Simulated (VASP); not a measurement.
The system is Mg3BeS.

```
Mg Be S
1.0
     3.92215    0.00000    0.00000
     0.00000    3.92215    0.00000
     0.00000    0.00000    5.04706
Mg Be S
3 1 1
Direct
  0.00000 0.50000 0.51472
  0.50000 0.50000 0.11585
  0.50000 0.00000 0.51472
  0.50000 0.50000 0.70450
  0.00000 0.00000 0.99211
```

```yaml
Program: VASP 6.6.1
Task: relaxation of cell and atoms
Functional: PBE
Potentials_or_basis: VASP PAW PBE potentials, release 64 (Mg, Be, S)
Cutoff: 600 eV
k_mesh: 4 × 4 × 4
Occupations: gaussian, width 0.1 eV
Spin: no spin polarisation
```

At the start: pressure 21.3 GPa; volume 15.53 Å³/atom.

Problem. How do energy, volume and symmetry change on relaxing?

Solution. Over 43 steps the energy falls by 585.7 meV/atom and the volume is 22.90 Å³/atom (+47.5 %); space group P4mm (No. 99, to 0.05 Å).

Step by step:
| step | energy change (eV) | largest force (eV/Å) | pressure (GPa) | volume (Å³) |
| --- | --- | --- | --- | --- |
| 1 | 0.0000 | 1.3079 | 21.28 | 77.64 |
| 3 | -1.6180 | 0.8215 | -0.76 | 108.44 |
| 5 | -1.7113 | 0.8631 | -0.47 | 107.37 |
| 7 | -2.3222 | 1.6832 | -0.17 | 106.26 |
| 9 | -2.1736 | 2.2807 | 0.05 | 105.89 |
| 11 | -2.1680 | 2.4470 | 0.36 | 105.39 |
| 13 | -2.3039 | 1.5290 | 0.30 | 105.71 |
| 15 | -2.3397 | 0.7497 | 0.41 | 105.92 |
| 17 | -2.4664 | 0.5349 | 0.07 | 106.38 |
| 19 | -2.5535 | 0.6259 | -0.18 | 106.97 |
| 21 | -2.6118 | 0.6030 | 0.09 | 106.40 |
| 23 | -2.6289 | 0.6243 | 0.48 | 105.81 |
| 25 | -2.7060 | 0.6296 | 0.57 | 106.58 |
| 27 | -2.7074 | 0.5260 | 2.83 | 109.77 |
| 29 | -2.8742 | 0.2562 | 0.38 | 112.12 |
| 31 | -2.9014 | 0.1242 | -0.67 | 117.31 |
| 33 | -2.9180 | 0.1208 | 0.22 | 114.63 |
| 35 | -2.9224 | 0.0789 | -0.12 | 115.44 |
| 37 | -2.9254 | 0.1722 | 0.24 | 113.98 |
| 39 | -2.9271 | 0.0925 | 0.08 | 114.45 |
| 41 | -2.9280 | 0.0554 | -0.03 | 114.66 |
| 43 | -2.9285 | 0.0309 | 0.08 | 114.50 |

Final structure:
```cif
data_structure
_symmetry_space_group_name_H-M 'P 1'
_symmetry_Int_Tables_number 1
_cell_length_a 4.8080
_cell_length_b 4.8080
_cell_length_c 4.9531
_cell_angle_alpha 90.000
_cell_angle_beta 90.000
_cell_angle_gamma 90.000
_cell_volume 114.50
loop_
_atom_site_label
_atom_site_type_symbol
_atom_site_fract_x
_atom_site_fract_y
_atom_site_fract_z
_atom_site_occupancy
Mg1 Mg 0.00000 0.50000 0.48942 1
Mg2 Mg 0.50000 0.50000 0.04846 1
Mg3 Mg 0.50000 0.00000 0.48942 1
Be1 Be 0.50000 0.50000 0.56436 1
S1 S 0.00000 0.00000 0.25024 1
```

Caveat: the k points lie up to 0.33 Å⁻¹ apart in the final cell; the volume moved by over 15 % at a fixed basis, so the end points are rough.
